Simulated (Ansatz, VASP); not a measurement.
As in VASP and in Ansatz

The input INCAR:

```
SYSTEM = As
PREC = Accurate ; ENCUT = 520
EDIFF = 1E-6 ; ISMEAR = -1
SIGMA = 0.08 ; LREAL = .False.
LASPH = .True. ; NELM = 80
ALGO = Normal ; ISIF = 2
LWAVE = .False. ; LCHARG = .False.
GGA = PE ; NBANDS = 8
```

File KPOINTS:

```
regular mesh
0
Gamma
  15 15 15
  0 0 0
```

The input POSCAR:

```
As
1.0
    2.6152603196      0.0000000000      0.0000000000
    0.0000000000      2.6152603196      0.0000000000
    0.0000000000      0.0000000000      2.6152603196
As
1
Direct
    0.0000000000      0.0000000000      0.0000000000
```

Input for Ansatz:

```yaml
crystal:
  lattice:
    - [2.6152603196, 0.0, 0.0]
    - [0.0, 2.6152603196, 0.0]
    - [0.0, 0.0, 2.6152603196]
  atoms:
    - { symbol: As, position: [0.0, 0.0, 0.0] }
kpoints:
  mp_grid: { grid: [15, 15, 15] }
scf:
  occupations: { method: fermi_dirac, width: 0.08 }
hamiltonian:
  xc: pbe
  pseudopotentials: { kind: all_electron, lapw: { basis_error: 0.001 } }
output:
  forces: true
  stress: true
  eigenvalues: true
  populations: true
```

Change from the starting cell: volume scaled by 0.88, LAPW.

Alike in both runs: task single point; functional PBE; k mesh 15 × 15 × 15; occupations fermi-dirac, width 0.08 eV; no spin polarisation.

|  | VASP | Ansatz |
| --- | --- | --- |
| version | VASP 6.6.1 | Ansatz 0.2.0 |
| potentials or method | VASP PAW PBE potentials, release 64 (As), cutoff 520 eV | all-electron LAPW, scalar-relativistic |

|  | VASP | Ansatz | Ansatz less VASP |
| --- | --- | --- | --- |
| pressure (GPa) | 13.7 | 13.3 | -0.40 |

Ansatz ran all-electron here, and VASP with PAW potentials.
